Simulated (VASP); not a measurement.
# Si (Fd-3m) in VASP: single point with PBE

Aim: the single point of Si with PBE.

All numbers are computed with VASP 6.6.1; they aren't measurements. Logs are shortened: lines on timing, memory, paths and dates and some standing lists are left out, and cuts for length are marked.

### 1 The cell of the first run

The structure is cubic, space group Fd-3m (No. 227). Conventional cell: a = 5.470 Å, b = 5.470 Å, c = 5.470 Å, α = 90.00°, β = 90.00°, γ = 90.00°. Within 3.1 Å of Si (site symmetry -43m) lie 4 Si at 2.37 Å.

### 2 Single point, PBE

INCAR reads:

```
SYSTEM = Si
PREC = Accurate
ENCUT = 500
EDIFF = 1E-6
ISMEAR = 0
SIGMA = 0.01
LREAL = .False.
LASPH = .True.
NELM = 120
ALGO = Normal
ISIF = 2
LWAVE = .False.
LCHARG = .False.
GGA = PE
NBANDS = 11
GGA_COMPAT = .False.
```

KPOINTS reads:

```
Automatic mesh
0
Gamma
  4 4 4
  0 0 0
```

POSCAR reads:

```
Si
1.0
    0.0000000000      2.7348308351      2.7348308351
    2.7348308351      0.0000000000      2.7348308351
    2.7348308351      2.7348308351      0.0000000000
Si
2
Direct
    0.0000000000      0.0000000000      0.0000000000
    0.2500000000      0.2500000000      0.2500000000
```

Potentials or basis: VASP PAW PBE potentials, release 64 (Si).

The run is started by

```sh
$ cat potpaw_PBE.64/Si/POTCAR > POTCAR
$ mpirun -np 1 vasp_std > vasp.out
```

OUTCAR:

```text
SYSTEM = Si
   PREC = Accurate
   ENCUT = 500
   EDIFF = 1E-6
   ISMEAR = 0
   LREAL = .False.
   LASPH = .True.
   NELM = 120
   ISIF = 2
   GGA = PE

 ion  position               nearest neighbor table
   1  0.000  0.000  0.000-   2 2.37   2 2.37   2 2.37   2 2.37
   2  0.250  0.250  0.250-   1 2.37   1 2.37   1 2.37   1 2.37

  LATTYP: Found a face centered cubic cell.
 ALAT       =     5.4696616702

  Lattice vectors:

 A1 = (   0.0000000000,   2.7348308351,   2.7348308351)
 A2 = (   2.7348308351,   0.0000000000,   2.7348308351)
 A3 = (   2.7348308351,   2.7348308351,   0.0000000000)

Analysis of symmetry for initial positions (statically):
=====================================================================
 Subroutine PRICEL returns:
 Original cell was already a primitive cell.

 Routine SETGRP: Setting up the symmetry group for a
 face centered cubic supercell.

 Subroutine GETGRP returns: Found 48 space group operations
 (whereof 24 operations were pure point group operations)
 out of a pool of 48 trial point group operations.

The static configuration has the point symmetry T_d .
 The point group associated with its full space group is O_h .

Analysis of symmetry for dynamics (positions and initial velocities):
=====================================================================
 Subroutine PRICEL returns:
 Original cell was already a primitive cell.

 Routine SETGRP: Setting up the symmetry group for a
 face centered cubic supercell.

 Subroutine GETGRP returns: Found 48 space group operations
 (whereof 24 operations were pure point group operations)
 out of a pool of 48 trial point group operations.

The dynamic configuration has the point symmetry T_d .
 The point group associated with its full space group is O_h .

 Subroutine INISYM returns: Found 48 space group operations
 (whereof 24 operations are pure point group operations),
 and found     1 'primitive' translations

----------------------------------------------------------------------------------------

                                     Primitive cell

  volume of cell :      40.9092

  direct lattice vectors                    reciprocal lattice vectors
     0.000000000  2.734830835  2.734830835    -0.182826665  0.182826665  0.182826665
     2.734830835  0.000000000  2.734830835     0.182826665 -0.182826665  0.182826665
     2.734830835  2.734830835  0.000000000     0.182826665  0.182826665 -0.182826665

  length of vectors
     3.867634858  3.867634858  3.867634858     0.316665072  0.316665072  0.316665072

  position of ions in fractional coordinates (direct lattice)
     0.000000000  0.000000000  0.000000000
     0.250000000  0.250000000  0.250000000

  ion indices of the primitive-cell ions
   primitive index   ion index
                 1           1
                 2           2

----------------------------------------------------------------------------------------

 KPOINTS: Automatic mesh

Automatic generation of k-mesh.
 Grid dimensions read from file:
 generate k-points for:    4    4    4

 Generating k-lattice:

  Cartesian coordinates                     Fractional coordinates (reciprocal lattice)
    -0.045706666  0.045706666  0.045706666     0.250000000  0.000000000  0.000000000
     0.045706666 -0.045706666  0.045706666     0.000000000  0.250000000  0.000000000
     0.045706666  0.045706666 -0.045706666     0.000000000  0.000000000  0.250000000

  Length of vectors
     0.079166268  0.079166268  0.079166268

  Shift w.r.t. Gamma in fractional coordinates (k-lattice)
     0.000000000  0.000000000  0.000000000

 Subroutine IBZKPT returns following result:
 ===========================================

 Found      8 irreducible k-points:

 Following reciprocal coordinates:
            Coordinates               Weight
  0.000000  0.000000  0.000000      1.000000
  0.250000  0.000000  0.000000      8.000000
  0.500000  0.000000  0.000000      4.000000
  0.250000  0.250000  0.000000      6.000000
  0.500000  0.250000  0.000000     24.000000
 -0.250000  0.250000  0.000000     12.000000
  0.500000  0.500000  0.000000      3.000000
 -0.250000  0.500000  0.250000      6.000000
   k-points           NKPTS =      8   k-points in BZ     NKDIM =      8   number of bands    NBANDS=     11
   number of dos      NEDOS =    301   number of ions     NIONS =      2
   total plane-waves  NPLWV =  21952
   dimension x,y,z NGX =    28 NGY =   28 NGZ =   28
   dimension x,y,z NGXF=    56 NGYF=   56 NGZF=   56
   ions per type =               2
   NGX,Y,Z   is equivalent  to a cutoff of  12.04, 12.04, 12.04 a.u.
   NGXF,Y,Z  is equivalent  to a cutoff of  24.07, 24.07, 24.07 a.u.
 SYSTEM =  Si
   PREC   = accura    normal or accurate (medium, high low for compatibility)
   ISTART =      0    job   : 0-new  1-cont  2-samecut
   ICHARG =      2    charge: 1-file 2-atom 10-const
   ISPIN  =      1    spin polarized calculation?
   LNONCOLLINEAR =      F non collinear calculations
   LSORBIT =      F    spin-orbit coupling
   LASPH  =      T    aspherical Exc in radial PAW
   ENCUT  =  500.0 eV  36.75 Ry    6.06 a.u.   7.05  7.05  7.05*2*pi/ulx,y,z
   NELM   =    120;   NELMIN=  2; NELMDL= -5     # of ELM steps
   EDIFF  = 0.1E-05   stopping-criterion for ELM
   LREAL  =      F    real-space projection
   EDIFFG = 0.1E-04   stopping-criterion for IOM
   NSW    =      0    number of steps for IOM
   IBRION =     -1    ionic relax: 0-MD 1-quasi-New 2-CG
   NFREE  =      0    steps in history (QN), initial steepest desc. (CG)
   ISIF   =      2    stress and relaxation
   ISYM   =      2    0-nonsym 1-usesym 2-fastsym
   POTIM  = 0.5000    time-step for ionic-motion
   TEBEG  =    0.0;   TEEND  =   0.0 temperature during run
   PSTRESS=    0.0 pullay stress
   NELECT =       8.0000    total number of electrons
   NUPDOWN=      -1.0000    fix difference up-down
   EMIN   =  10.00;   EMAX   =-10.00  energy-range for DOS
   EFERMI =   0.00;   METHOD = LEGACY
   ISMEAR =     0;   SIGMA  =   0.01  broadening in eV -4-tet -1-fermi 0-gaus
   EFERMI_NEDOS =   21; number of points for ismear=-14 and -15
   IALGO  =     38    algorithm
   IMIX   =      4    mixing-type and parameters
     AMIX     =   0.40;   BMIX     =  1.00
     AMIX_MAG =   1.60;   BMIX_MAG =  1.00
  volume/ion in A,a.u.               =      20.45       138.03
  Fermi-wavevector in a.u.,A,eV,Ry     =   0.950235  1.795684 12.285334  0.902947
  Thomas-Fermi vector in A             =   2.078593
   LORBIT       =      0    0 simple, 1 ext, 2 COOP (PROOUT), +10 PAW based schemes
   GGA     = PE    functional components
   LHFCALC =     F    Hartree Fock is set to
   AEXX    =    0.0000 exact exchange contribution
   IVDW    =     0    specifies the selected vdW correction
   LEPSILON=     F    determine dielectric tensor
   LRPA    =     F    only Hartree local field effects (RPA)
 non-spin polarized calculation
 Gauss-broadening in eV      SIGMA  =   0.01
  energy-cutoff  :      500.00
  volume of cell :       40.91
 maximum number of plane-waves:      1056
   NGX = 15   NGY = 15   NGZ = 15

 number of electron       8.0000000 magnetization

 Free energy of the ion-electron system (eV)
  ---------------------------------------------------
  ext. energy  EPLUGINS =         0.00000000
  ---------------------------------------------------
  free energy    TOTEN  =       -10.66521764 eV

  energy without entropy =      -10.66521764  energy(sigma->0) =      -10.66521764

 E-fermi :   5.7432     XC(G=0):  -9.2984

 val. band max:        5.6545250452   @ k =   0.0000   0.0000   0.0000
 cond. band min:       6.3903574754   @ k =   0.5000   0.5000   0.0000
 fundamental gap:      0.7358324302
 Fermi energy:         5.7431710304

 k-point     1 :       0.0000    0.0000    0.0000
  band No.  band energies     occupation
      1      -6.1649      2.00000
      2       5.6545      2.00000
      3       5.6545      2.00000
      4       5.6545      2.00000
      5       8.1932      0.00000
      6       8.1932      0.00000
      7       8.1932      0.00000
      8       8.7861      0.00000
      9      13.3413      0.00000
     10      13.3413      0.00000
     11      13.5302      0.00000

 k-point     2 :       0.2500    0.0000    0.0000
  band No.  band energies     occupation
      1      -5.3798      2.00000
      2       1.7630      2.00000
      3       4.9063      2.00000
      4       4.9063      2.00000
      5       7.6043      0.00000
      6       9.1276      0.00000
      7       9.1276      0.00000
      8      12.4027      0.00000
      9      12.8202      0.00000
     10      12.8202      0.00000
     11      14.5724      0.00000

 k-point     3 :       0.5000    0.0000    0.0000
  band No.  band energies     occupation
      1      -3.8845      2.00000
      2      -1.2216      2.00000
      3       4.4723      2.00000
      4       4.4723      2.00000
      5       7.1129      0.00000
      6       8.9837      0.00000
      7       8.9837      0.00000
      8      13.3437      0.00000
      9      16.1331      0.00000
     10      16.1331      0.00000
     11      16.8403      0.00000

 k-point     4 :       0.2500    0.2500    0.0000
  band No.  band energies     occupation
      1      -5.1021      2.00000
      2       2.1351      2.00000
      3       3.7990      2.00000
      4       3.7990      2.00000
      5       6.7909      0.00000
      6       8.7731      0.00000
      7      11.3334      0.00000
      8      11.3334      0.00000
      9      13.5168      0.00000
     10      14.5326      0.00000
     11      16.9526      0.00000

 k-point     5 :       0.5000    0.2500    0.0000
  band No.  band energies     occupation
      1      -3.4996      2.00000
      2      -0.6730      2.00000
      3       2.1829      2.00000
      4       3.4878      2.00000
      5       7.1807      0.00000
      6      10.0737      0.00000
      7      11.2918      0.00000
      8      11.5152      0.00000
      9      15.7318      0.00000
     10      16.0992      0.00000
     11      17.6868      0.00000

 k-point     6 :      -0.2500    0.2500    0.0000
  band No.  band energies     occupation
      1      -4.1600      2.00000
      2       0.2119      2.00000
      3       1.9752      2.00000
      4       4.3476      2.00000
      5       8.0766      0.00000
      6      10.3855      0.00000
      7      10.7338      0.00000
      8      11.6842      0.00000
      9      12.0889      0.00000
     10      15.1643      0.00000
     11      18.1367      0.00000

 k-point     7 :       0.5000    0.5000    0.0000
  band No.  band energies     occupation
      1      -2.0950      2.00000
      2      -2.0950      2.00000
      3       2.8523      2.00000
      4       2.8523      2.00000
      5       6.3904      0.00000
      6       6.3904      0.00000
      7      15.5787      0.00000
      8      15.5787      0.00000
      9      16.5539      0.00000
     10      16.5539      0.00000
     11      18.0751      0.00000

 k-point     8 :      -0.2500    0.5000    0.2500
  band No.  band energies     occupation
      1      -1.9397      2.00000
      2      -1.9397      2.00000
      3       1.8826      2.00000
      4       1.8826      2.00000
      5       9.9143      0.00000
      6       9.9143      0.00000
      7      10.5704      0.00000
      8      10.5704      0.00000
      9      16.0975      0.00000
     10      16.0975      0.00000
     11      18.5108      0.00000

------------------------ aborting loop because EDIFF is reached ----------------------------------------

  FORCE on cell =-STRESS in cart. coord.  units (eV):
  Direction    XX          YY          ZZ          XY          YZ          ZX
  --------------------------------------------------------------------------------------
  -------------------------------------------------------------------------------------
  Total        0.1331072      0.1331072      0.1331072     -0.0000000      0.0000000     -0.0000000
  in kB        5.2130355      5.2130355      5.2130355     -0.0000000      0.0000000     -0.0000000
  external PRESSURE =       5.2130355 kB  Pullay stress =       0.0000000 kB

 VOLUME and BASIS-vectors are now :
 -----------------------------------------------------------------------------
  energy-cutoff  :      500.00
  volume of cell :       40.91
      direct lattice vectors                 reciprocal lattice vectors
     0.000000000  2.734830835  2.734830835    -0.182826665  0.182826665  0.182826665
     2.734830835  0.000000000  2.734830835     0.182826665 -0.182826665  0.182826665
     2.734830835  2.734830835  0.000000000     0.182826665  0.182826665 -0.182826665

 POSITION                                       TOTAL-FORCE (eV/Angst)
 -----------------------------------------------------------------------------------
      0.00000      0.00000      0.00000        -0.000000     -0.000000      0.000000
      1.36742      1.36742      1.36742         0.000000      0.000000     -0.000000
 -----------------------------------------------------------------------------------
    total drift:                                0.000000      0.000000     -0.000000

  FREE ENERGIE OF THE ION-ELECTRON SYSTEM (eV)
  ---------------------------------------------------
  free  energy   TOTEN  =       -10.6652176404 eV

  energy  without entropy=      -10.6652176404  energy(sigma->0) =      -10.66521764
```

Wall time 2.5 s (1 thread of Intel Xeon 6975P-C (Granite Rapids), shared host); peak memory 0.14 GiB.

Results:

| Quantity | Value |
| --- | --- |
| Free energy | -10.6652 eV |
| Pressure | 0.5 GPa |
| Band gap on the k mesh | 0.74 eV, indirect (least direct gap 2.54 eV) |

Caveat: the k points lie up to 0.50 Å⁻¹ apart. A k mesh can miss the band edges.
